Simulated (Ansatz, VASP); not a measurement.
Two plane-wave programs on CdTe

File INCAR:

```
  ALGO = Normal
  EDIFF = 1E-6
  ENCUT = 500
  GGA_COMPAT = F
  ISIF = 2
  ISMEAR = -1
  LASPH = T
  LCHARG = F
  LREAL = F
  LWAVE = F
  NBANDS = 26
  NELM = 120
  PREC = Accurate
  SIGMA = 0.1
```

KPOINTS

```
k-points
0
Gamma
  6 6 4
```

File POSCAR:

```
CdTe
1.0
    3.0652910000     -3.0946090000      0.0000000000
    3.0652910000      3.0946090000      0.0000000000
    0.0000000000      0.0000000000      6.0906520000
Cd Te
2 2
Direct
    0.2770300000      0.7229700000      0.7500000000
    0.7229700000      0.2770300000      0.2500000000
    0.7661370000      0.2338630000      0.7500000000
    0.2338630000      0.7661370000      0.2500000000
```

Input for Ansatz:

```yaml
crystal:
  lattice:
    - [3.065291, -3.094609, 0.0]
    - [3.065291, 3.094609, 0.0]
    - [0.0, 0.0, 6.090652]
  atoms:
    - { symbol: Cd, position: [0.27703, 0.72297, 0.75] }
    - { symbol: Cd, position: [0.72297, 0.27703, 0.25] }
    - { symbol: Te, position: [0.766137, 0.233863, 0.75] }
    - { symbol: Te, position: [0.233863, 0.766137, 0.25] }
basis:
  ecutwfc: 500.0
kpoints:
  mp_grid:
    grid: [6, 6, 4]
hamiltonian:
  xc: lda
scf:
  occupations:
    method: fermi_dirac
    width: 0.1
output:
  stress: true
```

Alike in both runs: task single point; functional LDA; k mesh 6 × 6 × 4; occupations fermi-dirac, width 0.1 eV; no spin polarisation.

```csv
,VASP,Ansatz
version,VASP 6.6.1,Ansatz 0.2.0
potentials or method,"VASP PAW LDA potentials, release 64 (Cd, Te), cutoff 500 eV","plane waves, PAW"
valence electrons in the cell,36,72
```

Ansatz gave:

| Property | Result |
| --- | --- |
| pressure (GPa) | -4.8 |

Task: Estimate VASP's values.

Result: Pressure (GPa): -4.6.

LDA's correlation is that of Perdew and Zunger in VASP and of Perdew and Wang (1992) in Ansatz. VASP's potentials hold 36 valence electrons a cell and Ansatz's 72, so a difference there can come from the potentials and not from the codes.

Spin-orbit coupling is off throughout.
